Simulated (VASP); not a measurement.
# Ga2Sb2CO in VASP: a series of runs

The runs below take Ga2Sb2CO through single point, with PBE+D3(BJ).

Program: VASP 6.6.1. These are calculated values, not measurements. Logs are shortened: lines on timing, memory, paths and dates and some standing lists are left out, and cuts for length are marked.

**1. The cell of the first run**

The cell holds a slab with vacuum, 6 atoms: a = 4.334 Å, b = 4.334 Å, c = 23.620 Å, α = 90.00°, β = 90.00°, γ = 120.00°.

**2. Single point, PBE+D3(BJ)**

The input, INCAR:

```
SYSTEM = Ga2Sb2CO
  ALGO = Normal
  DIPOL = 0.5 0.5 0.348
  EDIFF = 1E-6
  ENCUT = 520
  GGA = PE
  GGA_COMPAT = .FALSE.
  IDIPOL = 3
  ISIF = 2
  ISMEAR = 0
  IVDW = 12
  LASPH = .TRUE.
  LCHARG = .FALSE.
  LDIPOL = .TRUE.
  LREAL = .FALSE.
  LWAVE = .FALSE.
  NBANDS = 42
  NELM = 120
  NELMDL = -8
  PREC = Accurate
  SIGMA = 0.1
```

The input, KPOINTS:

```
k-points
0
G
  6 6 1
  0 0 0
```

The input, POSCAR:

```
Ga2Sb2CO
1.0
    4.3343814647      0.0000000000      0.0000000000
   -2.1671907324      3.7536844581      0.0000000000
    0.0000000000      0.0000000000     23.6197422994
Sb Ga O C
2 2 1 1
Direct
    0.0000000000      0.0000000000      0.1693498578
    0.3333333333      0.6666666667      0.3259656336
    0.3333333333      0.6666666667      0.2068080104
    0.6666666667      0.3333333333      0.3585874135
    1.5555555556      0.7777777778      0.4898335533
    1.5555555556      0.7777777778      0.5385216375
```

Potentials or basis: VASP PAW PBE potentials, release 64 (Sb_d_GW, Ga_d, O, C).

Command:

```bash
$ cat potpaw_PBE.64/Sb_d_GW/POTCAR potpaw_PBE.64/Ga_d/POTCAR potpaw_PBE.64/O/POTCAR potpaw_PBE.64/C/POTCAR > POTCAR
$ mpirun -np 1 vasp_std > vasp.out
```

OUTCAR:

```text
SYSTEM = Ga2Sb2CO
   EDIFF = 1E-6
   ENCUT = 520
   GGA = PE
   ISIF = 2
   ISMEAR = 0
   IVDW = 12
   LASPH = .TRUE.
   LREAL = .FALSE.
   NELM = 120
   NELMDL = -8
   PREC = Accurate
 IVDW          = 12

 ion  position               nearest neighbor table
   1  0.000  0.000  0.169-   3 2.65   3 2.65   3 2.65
   2  0.333  0.667  0.326-   4 2.62   4 2.62   4 2.62   3 2.81
   3  0.333  0.667  0.207-   1 2.65   1 2.65   1 2.65   2 2.81
   4  0.667  0.333  0.359-   2 2.62   2 2.62   2 2.62
   5  0.556  0.778  0.490-   6 1.15
   6  0.556  0.778  0.539-   5 1.15

  LATTYP: Found a hexagonal cell.
 ALAT       =     4.3343814647
 C/A-ratio  =     5.4493916818

  Lattice vectors:

 A1 = (   4.3343814647,   0.0000000000,   0.0000000000)
 A2 = (  -2.1671907324,   3.7536844581,   0.0000000000)
 A3 = (   0.0000000000,   0.0000000000,  23.6197422994)

Analysis of symmetry for initial positions (statically):
=====================================================================
 Subroutine PRICEL returns:
 Original cell was already a primitive cell.

 Routine SETGRP: Setting up the symmetry group for a
 hexagonal supercell.

 Subroutine GETGRP returns: Found  2 space group operations
 (whereof  2 operations were pure point group operations)
 out of a pool of 24 trial point group operations.

The static configuration has the point symmetry C_1h.

Analysis of symmetry for dynamics (positions and initial velocities):
=====================================================================
 Subroutine PRICEL returns:
 Original cell was already a primitive cell.

 Routine SETGRP: Setting up the symmetry group for a
 hexagonal supercell.

 Subroutine GETGRP returns: Found  2 space group operations
 (whereof  2 operations were pure point group operations)
 out of a pool of 24 trial point group operations.

The dynamic configuration has the point symmetry C_1h.

 Subroutine INISYM returns: Found  2 space group operations
 (whereof  2 operations are pure point group operations),
 and found     1 'primitive' translations

----------------------------------------------------------------------------------------

                                     Primitive cell

  volume of cell :     384.2909

  direct lattice vectors                    reciprocal lattice vectors
     4.334381465  0.000000000  0.000000000     0.230713427  0.133202459  0.000000000
    -2.167190732  3.753684458  0.000000000     0.000000000  0.266404918  0.000000000
     0.000000000  0.000000000 23.619742299     0.000000000  0.000000000  0.042337464

  length of vectors
     4.334381465  4.334381465 23.619742299     0.266404918  0.266404918  0.042337464

  position of ions in fractional coordinates (direct lattice)
     0.000000000  0.000000000  0.169349858
     0.333333333  0.666666667  0.325965634
     0.333333333  0.666666667  0.206808010
     0.666666667  0.333333333  0.358587413
     0.555555556  0.777777778  0.489833553
     0.555555556  0.777777778  0.538521637

  ion indices of the primitive-cell ions
   primitive index   ion index
                 1           1
                 2           2
                 3           3
                 4           4
                 5           5
                 6           6

----------------------------------------------------------------------------------------

 KPOINTS: k-points

Automatic generation of k-mesh.
 Grid dimensions read from file:
 generate k-points for:    6    6    1

 Generating k-lattice:

  Cartesian coordinates                     Fractional coordinates (reciprocal lattice)
     0.038452238  0.022200410  0.000000000     0.166666667  0.000000000  0.000000000
     0.000000000  0.044400820  0.000000000     0.000000000  0.166666667  0.000000000
     0.000000000  0.000000000  0.042337464     0.000000000  0.000000000  1.000000000

  Length of vectors
     0.044400820  0.044400820  0.042337464

  Shift w.r.t. Gamma in fractional coordinates (k-lattice)
     0.000000000  0.000000000  0.000000000

 Subroutine IBZKPT returns following result:
 ===========================================

 Found     13 irreducible k-points:

 Following reciprocal coordinates:
            Coordinates               Weight
  0.000000  0.000000  0.000000      1.000000
  0.166667  0.000000  0.000000      2.000000
  0.000000  0.166667  0.000000      4.000000
  0.333333  0.000000  0.000000      2.000000
  0.000000  0.333333  0.000000      4.000000
  0.500000  0.000000  0.000000      1.000000
  0.000000  0.500000  0.000000      2.000000
  0.166667  0.166667  0.000000      4.000000
 -0.166667  0.333333  0.000000      2.000000
  0.333333  0.166667  0.000000      4.000000
 -0.166667  0.500000  0.000000      4.000000
  0.500000  0.333333  0.000000      4.000000
  0.333333  0.333333  0.000000      2.000000
   k-points           NKPTS =     13   k-points in BZ     NKDIM =     13   number of bands    NBANDS=     42
   number of dos      NEDOS =    301   number of ions     NIONS =      6
   total plane-waves  NPLWV = 184320
   dimension x,y,z NGX =    32 NGY =   32 NGZ =  180
   dimension x,y,z NGXF=    64 NGYF=   64 NGZF=  360
   ions per type =               2   2   1   1
   NGX,Y,Z   is equivalent  to a cutoff of  12.27, 12.27, 12.67 a.u.
   NGXF,Y,Z  is equivalent  to a cutoff of  24.55, 24.55, 25.34 a.u.
 SYSTEM =  Ga2Sb2CO
   PREC   = accura    normal or accurate (medium, high low for compatibility)
   ISTART =      0    job   : 0-new  1-cont  2-samecut
   ICHARG =      2    charge: 1-file 2-atom 10-const
   ISPIN  =      1    spin polarized calculation?
   LNONCOLLINEAR =      F non collinear calculations
   LSORBIT =      F    spin-orbit coupling
   LASPH  =      T    aspherical Exc in radial PAW
   ENCUT  =  520.0 eV  38.22 Ry    6.18 a.u.   8.06  8.06 43.92*2*pi/ulx,y,z
   NELM   =    120;   NELMIN=  2; NELMDL= -8     # of ELM steps
   EDIFF  = 0.1E-05   stopping-criterion for ELM
   LREAL  =      F    real-space projection
   EDIFFG = 0.1E-04   stopping-criterion for IOM
   NSW    =      0    number of steps for IOM
   IBRION =     -1    ionic relax: 0-MD 1-quasi-New 2-CG
   NFREE  =      0    steps in history (QN), initial steepest desc. (CG)
   ISIF   =      2    stress and relaxation
   ISYM   =      2    0-nonsym 1-usesym 2-fastsym
   POTIM  = 0.5000    time-step for ionic-motion
   TEBEG  =    0.0;   TEEND  =   0.0 temperature during run
   PSTRESS=    0.0 pullay stress
   NELECT =      66.0000    total number of electrons
   NUPDOWN=      -1.0000    fix difference up-down
   EMIN   =  10.00;   EMAX   =-10.00  energy-range for DOS
   EFERMI =   0.00;   METHOD = LEGACY
   ISMEAR =     0;   SIGMA  =   0.10  broadening in eV -4-tet -1-fermi 0-gaus
   EFERMI_NEDOS =   21; number of points for ismear=-14 and -15
   IALGO  =     38    algorithm
   IMIX   =      4    mixing-type and parameters
     AMIX     =   0.40;   BMIX     =  1.00
     AMIX_MAG =   1.60;   BMIX_MAG =  1.00
  volume/ion in A,a.u.               =      64.05       432.22
  Fermi-wavevector in a.u.,A,eV,Ry     =   0.909989  1.719630 11.266711  0.828080
  Thomas-Fermi vector in A             =   2.034098
   LORBIT       =      0    0 simple, 1 ext, 2 COOP (PROOUT), +10 PAW based schemes
   GGA     = PE    functional components
   LHFCALC =     F    Hartree Fock is set to
   AEXX    =    0.0000 exact exchange contribution
   IVDW    =    12    specifies the selected vdW correction
   LEPSILON=     F    determine dielectric tensor
   LRPA    =     F    only Hartree local field effects (RPA)
 non-spin polarized calculation
 Gauss-broadening in eV      SIGMA  =   0.10
  energy-cutoff  :      520.00
  volume of cell :      384.29
 maximum number of plane-waves:     10378
   NGX = 17   NGY = 17   NGZ = 87

 dipolmoment           0.000000      0.000000      0.000060 electrons x Angstroem

 number of electron      66.0000000 magnetization

 dipolmoment           0.000000      0.000000     -0.099303 electrons x Angstroem

 Free energy of the ion-electron system (eV)
  ---------------------------------------------------
  ext. energy  EPLUGINS =         0.00000000
  ---------------------------------------------------
  free energy    TOTEN  =       -28.28517962 eV

  energy without entropy =      -28.27866926  energy(sigma->0) =      -28.28192444

 E-fermi :  -1.2876     XC(G=0):  -4.1743

 val. band max:       -1.2957350816   @ k =   0.0000   0.0000   0.0000
 cond. band min:      -1.2771365948   @ k =   0.3333   0.3333   0.0000
 fundamental gap:      0.0185984868
 Fermi energy:        -1.2875966885

 k-point     1 :       0.0000    0.0000    0.0000
  band No.  band energies     occupation
      1     -30.5082      2.00000
      2     -30.4952      2.00000
      3     -30.4934      2.00000
      4     -30.4805      2.00000
      5     -30.4789      2.00000
      6     -29.5554      2.00000
[... 34 lines left out ...]
     41       2.1511      0.00000
     42       2.6611      0.00000

 k-point     2 :       0.1667    0.0000    0.0000
  band No.  band energies     occupation
      1     -30.5075      2.00000
      2     -30.4955      2.00000
      3     -30.4929      2.00000
      4     -30.4799      2.00000
      5     -30.4790      2.00000
      6     -29.5555      2.00000
[... 34 lines left out ...]
     41       2.5854      0.00000
     42       2.6993      0.00000

 k-point     3 :       0.0000    0.1667    0.0000
  band No.  band energies     occupation
      1     -30.5075      2.00000
      2     -30.4950      2.00000
      3     -30.4934      2.00000
      4     -30.4805      2.00000
      5     -30.4784      2.00000
      6     -29.5553      2.00000
[... 402 lines left out ...]
      4     -30.4801      2.00000
      5     -30.4773      2.00000
      6     -29.5551      2.00000
[... 34 lines left out ...]
     41       3.6617      0.00000
     42       3.8256      0.00000

 k-point    13 :       0.3333    0.3333    0.0000
  band No.  band energies     occupation
      1     -30.5052      2.00000
      2     -30.4952      2.00000
      3     -30.4930      2.00000
      4     -30.4794      2.00000
      5     -30.4778      2.00000
      6     -29.5539      2.00000
[... 34 lines left out ...]
     41       4.1595      0.00000
     42       4.4921      0.00000

------------------------ aborting loop because EDIFF is reached ----------------------------------------

 vacuum level on the upper side and lower side of the slab       (xc-potential included)        -0.628         0.451

 Edisp (eV)   -1.00087

 E8    (eV) :    -0.4654

  FORCE on cell =-STRESS in cart. coord.  units (eV):
  Direction    XX          YY          ZZ          XY          YZ          ZX
  --------------------------------------------------------------------------------------
  -------------------------------------------------------------------------------------
  Total      -0.13846    -0.11647    -0.96243    -0.01904     0.02951     0.05112
  in kB      -0.57725    -0.48559    -4.01252    -0.07938     0.12304     0.21311
  external pressure =       -1.69 kB  Pullay stress =        0.00 kB

 VOLUME and BASIS-vectors are now :
 -----------------------------------------------------------------------------
  energy-cutoff  :      520.00
  volume of cell :      384.29
      direct lattice vectors                 reciprocal lattice vectors
     4.334381465  0.000000000  0.000000000     0.230713427  0.133202459  0.000000000
    -2.167190732  3.753684458  0.000000000     0.000000000  0.266404918  0.000000000
     0.000000000  0.000000000 23.619742299     0.000000000  0.000000000  0.042337464

 POSITION                                       TOTAL-FORCE (eV/Angst)
 -----------------------------------------------------------------------------------
      0.00000      0.00000      4.00000        -0.005099     -0.002944      0.157465
     -0.00000      2.50246      7.69922        -0.003094     -0.001787     -0.050598
     -0.00000      2.50246      4.88475         0.000527      0.000304     -0.127080
      2.16719      1.25123      8.46974        -0.003114     -0.001798     -0.009046
      0.72240      2.91953     11.56974         0.015136      0.008739      0.688897
      0.72240      2.91953     12.71974        -0.004356     -0.002515     -0.659637
 -----------------------------------------------------------------------------------
    total drift:                                0.000271      0.000158     -0.001264

  FREE ENERGIE OF THE ION-ELECTRON SYSTEM (eV)
  ---------------------------------------------------
  free  energy   TOTEN  =       -29.2860494259 eV

  energy  without entropy=      -29.2795390603  energy(sigma->0) =      -29.28279424

 vacuum level on the upper side and lower side of the slab         2.486         3.593
```

Wall time 5.3 min (1 thread of Intel Xeon 6975P-C (Granite Rapids), shared host); peak memory 0.62 GiB.

What came out:

```
Free energy                : -29.2860 eV
Largest force              : 0.689 eV/Å
Band gap on the k mesh     : 0.02 eV (least direct gap 0.17 eV)
Dispersion energy per atom : -0.167 eV
```

Forces on the atoms (eV/Å):
```
Sb  -0.005 -0.003  0.157
Sb  -0.003 -0.002 -0.051
Ga   0.001  0.000 -0.127
Ga  -0.003 -0.002 -0.009
O    0.015  0.009  0.689
C   -0.004 -0.003 -0.660
```

Caveat: spin-orbit coupling is left out, which moves the levels of the heavy elements.

**3. Single point, PBE+D3(BJ)**

The input, INCAR:

```
SYSTEM = Ga2Sb2CO
ALGO = Normal
DIPOL = 0.5 0.5 0.348
EDIFF = 1E-6
ENCUT = 520
GGA = PE
GGA_COMPAT = .FALSE.
IDIPOL = 3
ISIF = 2
ISMEAR = 0
IVDW = 12
LASPH = .TRUE.
LCHARG = .TRUE.
LDIPOL = .TRUE.
LELF = .TRUE.
LREAL = .FALSE.
LVACPOTAV = .TRUE.
LVHAR = .TRUE.
LWAVE = .FALSE.
NBANDS = 42
NELM = 120
NELMDL = -8
PREC = Accurate
SIGMA = 0.1
```

KPOINTS is that of step 2.

Changes to POSCAR since step 2:

```diff
@@ -12,3 +12,3 @@
     0.6666666667      0.3333333333      0.3585874135
-    1.5555555556      0.7777777778      0.4898335533
-    1.5555555556      0.7777777778      0.5385216375
+    0.8888888889      0.4444444444      0.4898335533
+    0.8888888889      0.4444444444      0.5385216375
```

Potentials or basis: VASP PAW PBE potentials, release 64 (Sb_d_GW, Ga_d, O, C).

Command:

```bash
$ cat potpaw_PBE.64/Sb_d_GW/POTCAR potpaw_PBE.64/Ga_d/POTCAR potpaw_PBE.64/O/POTCAR potpaw_PBE.64/C/POTCAR > POTCAR
$ mpirun -np 1 vasp_std > vasp.out
```

Run time: 4.5 min. Hardware: 1 thread of AMD EPYC 9R45 (Zen 5), shared host; peak memory 0.58 GiB.

The run converged. Its results:

```yaml
Free_energy: -29.2723 eV
Largest_force: 0.716 eV/Å
Band_gap_on_the_k_mesh: 0.05 eV (least direct gap 0.10 eV)
Dispersion_energy_per_atom: -0.167 eV
```

Forces on the atoms (eV/Å):
```
Sb   0.006  0.004  0.171
Sb  -0.005 -0.003  0.000
Ga   0.000  0.000 -0.156
Ga  -0.014 -0.008 -0.090
O    0.020  0.011  0.716
C   -0.007 -0.004 -0.641
```

Levels at points of the mesh, in eV from the valence-band top:
```csv
k point,band 30,band 31,band 32,band 33,band 34,band 35,band 36,band 37
"(0.00, 0.00, 0.00)",-1.17,-1.17,0.00,0.00,0.10,0.90,1.17,1.17
"(0.50, 0.00, 0.00)",-2.57,-2.51,-1.30,-1.21,0.33,0.51,1.03,1.15
"(0.00, 0.50, 0.00)",-2.55,-2.51,-1.30,-1.20,0.31,0.47,1.04,1.15
```

Caveat: spin-orbit coupling is left out, which moves the levels of the heavy elements.

**4. Single point, PBE+D3(BJ)**

The input, INCAR:

```
SYSTEM = Ga2Sb2CO
ALGO     = Normal         ! electronic algorithm
DIPOL    = 0.5 0.5 0.348
EDIFF    = 1E-6           ! SCF threshold, eV
ENCUT    = 520            ! plane-wave cutoff, eV
GGA      = PE             ! functional
GGA_COMPAT= .False.      
IDIPOL   = 3            
ISIF     = 2              ! what is computed and relaxed
ISMEAR   = 0              ! smearing method
IVDW     = 12             ! dispersion correction
LASPH    = .True.         ! aspherical terms in the spheres
LCHARG   = .True.         ! write CHGCAR
LDIPOL   = .True.       
LELF     = .True.         ! ELF
LREAL    = .False.        ! projectors in reciprocal space
LVACPOTAV= .True.       
LVHAR    = .True.       
LWAVE    = .False.        ! write WAVECAR
NBANDS   = 42             ! bands
NELM     = 120            ! most SCF steps
NELMDL   = -8           
PREC     = Accurate       ! precision mode
SIGMA    = 0.1            ! smearing width, eV
```

The input, KPOINTS:

```
k-points
0
Gamma
  6 6 1
  0 0 0
```

Changes to POSCAR since step 3:

```diff
@@ -12,3 +12,3 @@
     0.6666666667      0.3333333333      0.3585874135
-    0.8888888889      0.4444444444      0.4898335533
-    0.8888888889      0.4444444444      0.5385216375
+    0.7777777778      0.5555555556      0.4898335533
+    0.7777777778      0.5555555556      0.5385216375
```

Command:

```bash
$ cat potpaw_PBE.64/Sb_d_GW/POTCAR potpaw_PBE.64/Ga_d/POTCAR potpaw_PBE.64/O/POTCAR potpaw_PBE.64/C/POTCAR > POTCAR
$ mpirun -np 1 vasp_std > vasp.out
```

Run time: 6.9 min. Hardware: 1 thread of AMD EPYC 7R43 (Zen 3), shared host; peak memory 0.57 GiB.

It converged, with:

* Free energy: -29.2762 eV
* Largest force: 0.704 eV/Å
* Band gap on the k mesh: 0.05 eV (least direct gap 0.10 eV)
* Dispersion energy per atom: -0.167 eV

Forces on the atoms (eV/Å):
```
Sb   0.000  0.003  0.172
Sb   0.000 -0.009  0.008
Ga   0.000  0.000 -0.159
Ga   0.000 -0.021 -0.086
O    0.000  0.040  0.703
C    0.000 -0.013 -0.639
```

Levels at points of the mesh, in eV from the valence-band top:
| k point | band 30 | band 31 | band 32 | band 33 | band 34 | band 35 | band 36 | band 37 |
| --- | --- | --- | --- | --- | --- | --- | --- | --- |
| (0.00, 0.00, 0.00) | -1.17 | -1.17 | 0.00 | 0.00 | 0.10 | 0.90 | 1.18 | 1.19 |
| (0.50, 0.00, 0.00) | -2.56 | -2.51 | -1.30 | -1.20 | 0.38 | 0.45 | 1.06 | 1.16 |
| (0.00, 0.50, 0.00) | -2.55 | -2.51 | -1.30 | -1.20 | 0.27 | 0.53 | 1.05 | 1.14 |

Caveat: spin-orbit coupling is left out, which moves the levels of the heavy elements.

**5. Overview**

| cell | gap on the mesh (eV) | largest force (eV/Å) |
| --- | --- | --- |
| as given, atomic positions A | 0.02 | 0.69 |
| as given, atomic positions B | 0.05 | 0.72 |
| as given, atomic positions C | 0.05 | 0.70 |

Alike in all rows: task single point; level PBE+D3(BJ); potentials or basis VASP PAW PBE potentials, release 64 (Sb_d_GW, Ga_d, O, C); no spin polarisation; k mesh 6 × 6 × 1; cutoff (eV) 520; smearing gaussian 0.1 eV.

Caveats: spin-orbit coupling is left out, which moves the levels of the heavy elements.

Absolute energies hang on the potentials; compare differences alone.
